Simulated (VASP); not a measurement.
A run of VASP 6.6.1:

INCAR

```
SYSTEM = Mg2NCl
PREC     = Accurate       ! precision mode
ENCUT    = 600            ! plane-wave cutoff, eV
EDIFF    = 1E-6           ! SCF threshold, eV
ISMEAR   = 0              ! smearing method
SIGMA    = 0.01           ! smearing width, eV
LREAL    = .FALSE.        ! projectors in reciprocal space
LASPH    = .TRUE.         ! aspherical terms in the spheres
NELM     = 120            ! most SCF steps
ALGO     = Normal         ! electronic algorithm
ISIF     = 2              ! what is computed and relaxed
LWAVE    = .FALSE.        ! write WAVECAR
LCHARG   = .TRUE.         ! write CHGCAR
LELF     = .TRUE.         ! ELF
LVHAR    = .TRUE.       
NBANDS   = 16             ! bands
GGA_COMPAT= .FALSE.
```

The input KPOINTS:

```
Automatic mesh
0
G
  4 4 4
  0 0 0
```

File POSCAR:

```
Mg2NCl
1.0
    1.6466125281      0.9506721863      5.9379615086
   -1.6466125281      0.9506721863      5.9379615086
    0.0000000000     -1.9013443726      5.9379615086
Mg N Cl
2 1 1
Direct
    0.2229104120      0.2229104120      0.2229104120
    0.7770895880      0.7770895880      0.7770895880
    0.5000000000      0.5000000000      0.5000000000
    0.0000000000      0.0000000000      0.0000000000
```

Potentials or basis: VASP PAW LDA potentials, release 64 (Mg, N, Cl).

Launch:

```bash
$ cat potpaw_LDA.64/Mg/POTCAR potpaw_LDA.64/N/POTCAR potpaw_LDA.64/Cl/POTCAR > POTCAR
$ mpirun -np 1 vasp_std > vasp.out
```

Hardware: 1 thread of Intel(R) Xeon(R) Platinum 8259CL CPU @ 2.50GHz (Skylake/Cascade Lake) (shared host).

Estimate the wall time of this run.

It took 57 s on 1 thread of Intel(R) Xeon(R) Platinum 8259CL CPU @ 2.50GHz (Skylake/Cascade Lake), with other jobs on the host, peak memory 0.27 GiB. Counts: scf iterations 14, k points 13.
